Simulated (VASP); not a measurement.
# Ta2F (P4/nmm) in VASP: further runs

The runs below take Ta2F through single point, with PBE.

Program: VASP 6.6.1. These are calculated values, not measurements. Logs are shortened: lines on timing, memory, paths and dates and some standing lists are left out, and cuts for length are marked.

## (1) The cell of the first run

The structure is tetragonal, space group P4/nmm (No. 129). The conventional cell has a = 3.291 Å, b = 3.291 Å, c = 8.596 Å, α = 90.00°, β = 90.00°, γ = 90.00°. Ta (site symmetry 4mm) has 5 F at 2.08 to 2.78 Å within 2.8 Å. Within 3.7 Å of Ta (site symmetry 4mm) lie 13 Ta at 2.83 to 3.31 Å and 1 F at 3.21 Å. F (site symmetry 4mm) has 5 Ta at 2.08 to 2.78 Å and 4 F at 2.40 Å within 2.8 Å.

## (2) Single point, PBE

INCAR

```
ALGO = Normal ; EDIFF = 1E-7
ENCUT = 520 ; GGA = PE
ISIF = 2 ; ISMEAR = 0
LASPH = True ; LCHARG = False
LREAL = False ; LWAVE = False
NBANDS = 38 ; NELM = 60
PREC = Accurate ; SIGMA = 0.2
```

KPOINTS

```
k-points
0
Gamma
  5 5 2
```

POSCAR

```
Ta2F
1.0
    3.2911449221      0.0000000000      0.0000000000
    0.0000000000      3.2911449221      0.0000000000
    0.0000000000      0.0000000000      8.5958271279
Ta F
4 2
Direct
    0.5000000000      0.0000000000      0.7092120881
    0.0000000000      0.5000000000      0.9060652495
    0.0000000000      0.5000000000      0.2907879119
    0.5000000000      0.0000000000      0.0939347505
    0.0000000000      0.5000000000      0.5329746962
    0.5000000000      0.0000000000      0.4670253038
```

Potentials or basis: VASP PAW PBE potentials, release 64 (Ta_pv, F).

The run is started by

```console
$ cat potpaw_PBE.64/Ta_pv/POTCAR potpaw_PBE.64/F/POTCAR > POTCAR
$ mpirun -np 1 vasp_std > vasp.out
```

OUTCAR:

```text
EDIFF = 1E-7
   ENCUT = 520
   GGA = PE
   ISIF = 2
   ISMEAR = 0
   LASPH = True
   LREAL = False
   NELM = 60
   PREC = Accurate

 ion  position               nearest neighbor table
   1  0.500  0.000  0.709-   6 2.08   2 2.88   2 2.88   2 2.88   2 2.88   4 3.31
   2  0.000  0.500  0.906-   4 2.83   4 2.83   4 2.83   4 2.83   1 2.88   1 2.88   1 2.88   1 2.88
                             3 3.31
   3  0.000  0.500  0.291-   5 2.08   4 2.88   4 2.88   4 2.88   4 2.88   2 3.31
   4  0.500  0.000  0.094-   2 2.83   2 2.83   2 2.83   2 2.83   3 2.88   3 2.88   3 2.88   3 2.88
                             1 3.31
   5  0.000  0.500  0.533-   3 2.08
   6  0.500  0.000  0.467-   1 2.08

  LATTYP: Found a simple tetragonal cell.
 ALAT       =     3.2911449221
 C/A-ratio  =     2.6118045031

  Lattice vectors:

 A1 = (   3.2911449221,   0.0000000000,   0.0000000000)
 A2 = (   0.0000000000,   3.2911449221,   0.0000000000)
 A3 = (   0.0000000000,   0.0000000000,   8.5958271279)

Analysis of symmetry for initial positions (statically):
=====================================================================
 Subroutine PRICEL returns:
 Original cell was already a primitive cell.

 Routine SETGRP: Setting up the symmetry group for a
 simple tetragonal supercell.

 Subroutine GETGRP returns: Found 16 space group operations
 (whereof  8 operations were pure point group operations)
 out of a pool of 16 trial point group operations.

The static configuration has the point symmetry D_2d.
 The point group associated with its full space group is D_4h.

Analysis of symmetry for dynamics (positions and initial velocities):
=====================================================================
 Subroutine PRICEL returns:
 Original cell was already a primitive cell.

 Routine SETGRP: Setting up the symmetry group for a
 simple tetragonal supercell.

 Subroutine GETGRP returns: Found 16 space group operations
 (whereof  8 operations were pure point group operations)
 out of a pool of 16 trial point group operations.

The dynamic configuration has the point symmetry D_2d.
 The point group associated with its full space group is D_4h.

 Subroutine INISYM returns: Found 16 space group operations
 (whereof  8 operations are pure point group operations),
 and found     1 'primitive' translations

[... 90 lines left out ...]
   LREAL  =      F    real-space projection
   EDIFFG = 0.1E-05   stopping-criterion for IOM
   NSW    =      0    number of steps for IOM
   IBRION =     -1    ionic relax: 0-MD 1-quasi-New 2-CG
   NFREE  =      0    steps in history (QN), initial steepest desc. (CG)
   ISIF   =      2    stress and relaxation
   ISYM   =      2    0-nonsym 1-usesym 2-fastsym
   POTIM  = 0.5000    time-step for ionic-motion
   TEBEG  =    0.0;   TEEND  =   0.0 temperature during run
   PSTRESS=    0.0 pullay stress
   NELECT =      58.0000    total number of electrons
   NUPDOWN=      -1.0000    fix difference up-down
   EMIN   =  10.00;   EMAX   =-10.00  energy-range for DOS
   EFERMI =   0.00;   METHOD = LEGACY
   ISMEAR =     0;   SIGMA  =   0.20  broadening in eV -4-tet -1-fermi 0-gaus
   EFERMI_NEDOS =   21; number of points for ismear=-14 and -15
   IALGO  =     38    algorithm
   IMIX   =      4    mixing-type and parameters
     AMIX     =   0.40;   BMIX     =  1.00
     AMIX_MAG =   1.60;   BMIX_MAG =  1.00
  volume/ion in A,a.u.               =      15.52       104.72
  Fermi-wavevector in a.u.,A,eV,Ry     =   1.398160  2.642140 26.597375  1.954852
  Thomas-Fermi vector in A             =   2.521346
   LORBIT       =      0    0 simple, 1 ext, 2 COOP (PROOUT), +10 PAW based schemes
   GGA     = PE    functional components
   LHFCALC =     F    Hartree Fock is set to
   AEXX    =    0.0000 exact exchange contribution
   IVDW    =     0    specifies the selected vdW correction
   LEPSILON=     F    determine dielectric tensor
   LRPA    =     F    only Hartree local field effects (RPA)
 non-spin polarized calculation
 Gauss-broadening in eV      SIGMA  =   0.20
  energy-cutoff  :      520.00
  volume of cell :       93.11
 maximum number of plane-waves:      2536
   NGX = 13   NGY = 13   NGZ = 31

 number of electron      58.0000018 magnetization

 Free energy of the ion-electron system (eV)
  ---------------------------------------------------
  ext. energy  EPLUGINS =         0.00000000
  ---------------------------------------------------
  free energy    TOTEN  =       -55.46335657 eV

  energy without entropy =      -55.39563512  energy(sigma->0) =      -55.42949585

 E-fermi :   5.2259     XC(G=0): -12.0004

 val. band max:        5.1927160692   @ k =   0.4000   0.0000   0.5000
 cond. band min:       5.4090749795   @ k =   0.2000   0.2000   0.0000
 fundamental gap:      0.2163589103
 Fermi energy:         5.2258700280

 k-point     1 :       0.0000    0.0000    0.0000
  band No.  band energies     occupation
      1     -30.0986      2.00000
      2     -30.0653      2.00000
      3     -29.8123      2.00000
      4     -29.8123      2.00000
      5     -29.8025      2.00000
      6     -29.8025      2.00000
[... 481 lines left out ...]
     37       9.5633      0.00000
     38       9.7156      0.00000

------------------------ aborting loop because EDIFF is reached ----------------------------------------

  FORCE on cell =-STRESS in cart. coord.  units (eV):
  Direction    XX          YY          ZZ          XY          YZ          ZX
  --------------------------------------------------------------------------------------
  -------------------------------------------------------------------------------------
  Total        0.0745909      0.0745909      0.2317821      0.0000000      0.0000000      0.0000000
  in kB        1.2835555      1.2835555      3.9884934      0.0000000      0.0000000      0.0000000
  external PRESSURE =       2.1852015 kB  Pullay stress =       0.0000000 kB

 VOLUME and BASIS-vectors are now :
 -----------------------------------------------------------------------------
  energy-cutoff  :      520.00
  volume of cell :       93.11
      direct lattice vectors                 reciprocal lattice vectors
     3.291144922  0.000000000  0.000000000     0.303845629  0.000000000  0.000000000
     0.000000000  3.291144922  0.000000000     0.000000000  0.303845629  0.000000000
     0.000000000  0.000000000  8.595827128     0.000000000  0.000000000  0.116335518

 POSITION                                       TOTAL-FORCE (eV/Angst)
 -----------------------------------------------------------------------------------
      1.64557      0.00000      6.09626         0.000000     -0.000000      0.064830
      0.00000      1.64557      7.78838         0.000000     -0.000000     -0.038851
      0.00000      1.64557      2.49956        -0.000000     -0.000000     -0.064830
      1.64557      0.00000      0.80745         0.000000     -0.000000      0.038851
      0.00000      1.64557      4.58136         0.000000      0.000000      0.062471
      1.64557      0.00000      4.01447         0.000000     -0.000000     -0.062471
 -----------------------------------------------------------------------------------
    total drift:                                0.000000      0.000000      0.000000

  FREE ENERGIE OF THE ION-ELECTRON SYSTEM (eV)
  ---------------------------------------------------
  free  energy   TOTEN  =       -55.4633565726 eV

  energy  without entropy=      -55.3956351181  energy(sigma->0) =      -55.42949585
```

OSZICAR:

```text
N       E                     dE             d eps       ncg     rms          rms(c)
DAV:   1     0.590468032250E+03    0.59047E+03   -0.32821E+04   912   0.159E+03
DAV:   2    -0.229683089042E+02   -0.61344E+03   -0.59438E+03  1002   0.470E+02
DAV:   3    -0.606152344802E+02   -0.37647E+02   -0.36844E+02  1154   0.108E+02
DAV:   4    -0.613040032028E+02   -0.68877E+00   -0.68535E+00  1104   0.146E+01
DAV:   5    -0.613166020712E+02   -0.12599E-01   -0.12593E-01  1084   0.172E+00    0.269E+01
DAV:   6    -0.572884129457E+02    0.40282E+01   -0.37578E+01  1148   0.355E+01    0.129E+01
DAV:   7    -0.565098481508E+02    0.77856E+00   -0.24869E+01  1148   0.157E+01    0.950E+00
DAV:   8    -0.554825248285E+02    0.10273E+01   -0.29593E+00  1130   0.125E+01    0.207E+00
DAV:   9    -0.554663473580E+02    0.16177E-01   -0.39827E-01  1192   0.308E+00    0.733E-01
DAV:  10    -0.554665204905E+02   -0.17313E-03   -0.49886E-02  1106   0.130E+00    0.464E-01
DAV:  11    -0.554633704333E+02    0.31501E-02   -0.10992E-02  1134   0.545E-01    0.908E-02
DAV:  12    -0.554633515450E+02    0.18888E-04   -0.14549E-03  1038   0.224E-01    0.543E-02
DAV:  13    -0.554633590466E+02   -0.75016E-05   -0.15388E-04  1040   0.747E-02    0.188E-02
DAV:  14    -0.554633582789E+02    0.76766E-06   -0.24977E-05  1214   0.277E-02    0.616E-03
DAV:  15    -0.554633568753E+02    0.14036E-05   -0.21583E-06  1128   0.956E-03    0.272E-03
DAV:  16    -0.554633566070E+02    0.26829E-06   -0.82857E-07  1040   0.470E-03    0.885E-04
DAV:  17    -0.554633565726E+02    0.34446E-07   -0.56112E-08   636   0.172E-03
   1 F= -.55463357E+02 E0= -.55429496E+02  d E =-.677215E-01
```

stdout:

```text
POSCAR found type information on POSCAR TaF
 POSCAR found :  2 types and       6 ions
 scaLAPACK will be used
 LDA part: xc-table for (Slater+PW92), standard interpolation
 POSCAR, INCAR and KPOINTS ok, starting setup
 FFT: planning ... GRIDC
 FFT: planning ... GRID_SOFT
 FFT: planning ... GRID
 WAVECAR not read
 entering main loop
```

It took 41 s on 1 thread of Intel Xeon Platinum 8488C (Sapphire Rapids), shared host; peak memory 0.19 GiB.

Results:

| Property | Result |
| --- | --- |
| Free energy | -55.4634 eV |
| Pressure | 0.2 GPa |
| Largest force | 0.065 eV/Å |
| Band gap on the k mesh | zero (band 29 reaches 5.74 eV, above the bottom of band 30 at 4.62 eV) |

Forces on the atoms (eV/Å):
```
Ta   0.000  0.000  0.065
Ta   0.000  0.000 -0.039
Ta   0.000  0.000 -0.065
Ta   0.000  0.000  0.039
F    0.000  0.000  0.062
F    0.000  0.000 -0.062
```

Levels at points of the mesh, in eV from the Fermi level:
| k point | band 25 | band 26 | band 27 | band 28 | band 29 | band 30 | band 31 | band 32 | band 33 | band 34 |
| --- | --- | --- | --- | --- | --- | --- | --- | --- | --- | --- |
| (0.00, 0.00, 0.00) | -2.46 | -2.22 | -0.56 | 0.52 | 0.52 | 0.53 | 0.53 | 0.87 | 1.80 | 2.39 |
| (0.00, 0.00, 0.50) | -2.64 | -2.56 | -0.41 | 0.43 | 0.43 | 0.80 | 0.80 | 0.89 | 1.76 | 1.95 |

Caveat: the k points lie up to 0.38 Å⁻¹ apart; spin-orbit coupling is left out, which moves the levels of the heavy elements.

## (3) Single point, PBE, collinear spin, ferromagnetic start

INCAR

```
SYSTEM = Ta2F
ALGO = Normal
EDIFF = 1E-7
ENCUT = 520
GGA = PE
ISIF = 2
ISMEAR = 0
ISPIN = 2
LASPH = .True.
LCHARG = .False.
LMAXMIX = 4
LORBIT = 11
LREAL = .False.
LWAVE = .False.
MAGMOM = 1 1 1 1 0 0
NBANDS = 42
NELM = 150
PREC = Accurate
SIGMA = 0.1
```

KPOINTS

```
k-points
0
Gamma
  6 6 2
  0 0 0
```

POSCAR is that of step 2.

Potentials or basis: VASP PAW PBE potentials, release 64 (Ta_pv, F).

The run is started by

```console
$ cat potpaw_PBE.64/Ta_pv/POTCAR potpaw_PBE.64/F/POTCAR > POTCAR
$ mpirun -np 1 vasp_std > vasp.out
```

Run time: 2.3 min. Hardware: 1 thread of Intel Xeon 6975P-C, shared host; peak memory 0.28 GiB.

It converged, with:

* Free energy: -55.3874 eV
* Pressure: 0.1 GPa
* Largest force: 0.282 eV/Å
* Band gap on the k mesh: zero (filled and empty bands overlap)
* Net moment: 0.00 μB per cell
* Valence electrons inside the program's atomic spheres: Ta 8.67, 8.95; F 6.10

Forces on the atoms (eV/Å):
```
Ta   0.000  0.000  0.282
Ta   0.000  0.000 -0.244
Ta   0.000  0.000 -0.282
Ta   0.000  0.000  0.244
F    0.000  0.000  0.048
F    0.000  0.000 -0.048
```

Stress tensor (GPa, compression positive):
```
 0.38  0.00  0.00
 0.00  0.38  0.00
 0.00  0.00 -0.45
```

Levels at points of the mesh, in eV from the Fermi level:
Spin up:
```csv
k point,band 27,band 28,band 29,band 30,band 31,band 32
"(0.00, 0.00, 0.00)",-0.62,0.46,0.46,0.49,0.49,0.82
"(0.50, 0.00, 0.00)",-0.93,-0.93,0.15,0.15,0.92,0.92
"(0.50, 0.50, 0.00)",-1.15,-1.15,-0.10,-0.10,2.48,2.48
"(0.00, 0.00, 0.50)",-0.47,0.37,0.37,0.76,0.76,0.83
"(0.50, 0.00, 0.50)",-0.46,-0.46,0.46,0.46,0.78,0.78
"(0.50, 0.50, 0.50)",-1.62,-1.62,-0.41,-0.41,3.15,3.15
```
Spin down:
| k point | band 27 | band 28 | band 29 | band 30 | band 31 | band 32 |
| --- | --- | --- | --- | --- | --- | --- |
| (0.00, 0.00, 0.00) | -0.62 | 0.46 | 0.46 | 0.49 | 0.49 | 0.82 |
| (0.50, 0.00, 0.00) | -0.93 | -0.93 | 0.15 | 0.15 | 0.92 | 0.92 |
| (0.50, 0.50, 0.00) | -1.15 | -1.15 | -0.10 | -0.10 | 2.48 | 2.48 |
| (0.00, 0.00, 0.50) | -0.47 | 0.37 | 0.37 | 0.76 | 0.76 | 0.83 |
| (0.50, 0.00, 0.50) | -0.46 | -0.46 | 0.46 | 0.46 | 0.78 | 0.78 |
| (0.50, 0.50, 0.50) | -1.62 | -1.62 | -0.41 | -0.41 | 3.15 | 3.15 |

Caveat: the k points lie up to 0.37 Å⁻¹ apart; spin-orbit coupling is left out, which moves the levels of the heavy elements.

## (4) Single point, PBE

This run uses another cell than the first one, of 19.99 Å³/atom, 1.288 times its volume.

INCAR

```
  ALGO = Normal
  EDIFF = 1E-6
  ENCUT = 520
  GGA = PE
  ISIF = 2
  ISMEAR = 0
  LASPH = T
  LCHARG = T
  LELF = T
  LREAL = F
  LVHAR = T
  LWAVE = F
  NBANDS = 38
  NELM = 60
  PREC = Accurate
  SIGMA = 0.1
```

KPOINTS

```
k-points
0
Gamma
  10 10 4
```

POSCAR

```
Ta2F
1.0
    3.2422795212      0.0000000000      0.0000000000
    0.0000000000      3.2422795212      0.0000000000
    0.0000000000      0.0000000000     11.4106459641
Ta F
4 2
Direct
    0.5000000000      0.0000000000      0.7762423577
    0.0000000000      0.5000000000      0.9266800275
    0.0000000000      0.5000000000      0.2237576423
    0.5000000000      0.0000000000      0.0733199725
    0.0000000000      0.5000000000      0.3876735609
    0.5000000000      0.0000000000      0.6123264391
```

The run is started by

```console
$ cat potpaw_PBE.64/Ta_pv/POTCAR potpaw_PBE.64/F/POTCAR > POTCAR
$ mpirun -np 1 vasp_std > vasp.out
```

Run time: 2.5 min. Hardware: 1 thread of Intel Xeon Platinum 8375C at 2.90GHz (Ice Lake), shared host; peak memory 0.36 GiB.

It converged, with:

```
Free energy            : -56.7098 eV
Pressure               : 0.3 GPa
Largest force          : 0.219 eV/Å
Band gap on the k mesh : zero (band 29 reaches 3.09 eV, above the bottom of band 30 at 1.61 eV)
```

Forces in eV/Å, atoms in the order of the input:
```
Ta   0.000  0.000  0.216
Ta   0.000  0.000 -0.011
Ta   0.000  0.000 -0.216
Ta   0.000  0.000  0.011
F    0.000  0.000  0.219
F    0.000  0.000 -0.219
```

Stress tensor (GPa, compression positive):
```
-0.07  0.00  0.00
 0.00 -0.07  0.00
 0.00  0.00  1.03
```

Levels at points of the mesh, in eV from the Fermi level:
| k point | band 26 | band 27 | band 28 | band 29 | band 30 | band 31 | band 32 | band 33 |
| --- | --- | --- | --- | --- | --- | --- | --- | --- |
| (0.00, 0.00, 0.00) | -2.44 | -0.40 | 0.56 | 0.56 | 1.07 | 1.07 | 1.25 | 2.13 |
| (0.50, 0.00, 0.00) | -0.95 | -0.59 | -0.59 | 0.47 | 0.47 | 0.88 | 0.88 | 1.36 |
| (0.50, 0.50, 0.00) | -1.95 | -1.44 | -1.44 | 0.10 | 0.10 | 3.33 | 3.33 | 3.83 |
| (0.00, 0.00, 0.50) | -2.44 | -0.40 | 0.56 | 0.56 | 1.06 | 1.06 | 1.25 | 2.13 |
| (0.50, 0.00, 0.50) | -0.95 | -0.60 | -0.60 | 0.47 | 0.47 | 0.87 | 0.87 | 1.37 |
| (0.50, 0.50, 0.50) | -1.95 | -1.45 | -1.45 | 0.11 | 0.11 | 3.31 | 3.31 | 3.85 |

Caveat: spin-orbit coupling is left out, which moves the levels of the heavy elements.

## (5) Overview

| spin | cell | k mesh | smearing | gap on the mesh (eV) | pressure (GPa) | largest force (eV/Å) |
| --- | --- | --- | --- | --- | --- | --- |
| off | a = 3.291, b = 3.291, c = 8.596 Å, 6 atoms | 5 × 5 × 2 | gaussian 0.2 eV | none | 0.2 | 0.06 |
| collinear, ferromagnetic start | a = 3.291, b = 3.291, c = 8.596 Å, 6 atoms | 6 × 6 × 2 | gaussian 0.1 eV | none | 0.1 | 0.28 |
| off | a = 3.242, b = 3.242, c = 11.411 Å, 6 atoms | 10 × 10 × 4 | gaussian 0.1 eV | none | 0.3 | 0.22 |

Alike in all rows: task single point; level PBE; potentials or basis VASP PAW PBE potentials, release 64 (Ta_pv, F); cutoff (eV) 520.

Caveats: some runs use coarse meshes; spin-orbit coupling is left out, which moves the levels of the heavy elements.

Total energies depend on the potentials used, so only differences within one code and one set of settings carry meaning.
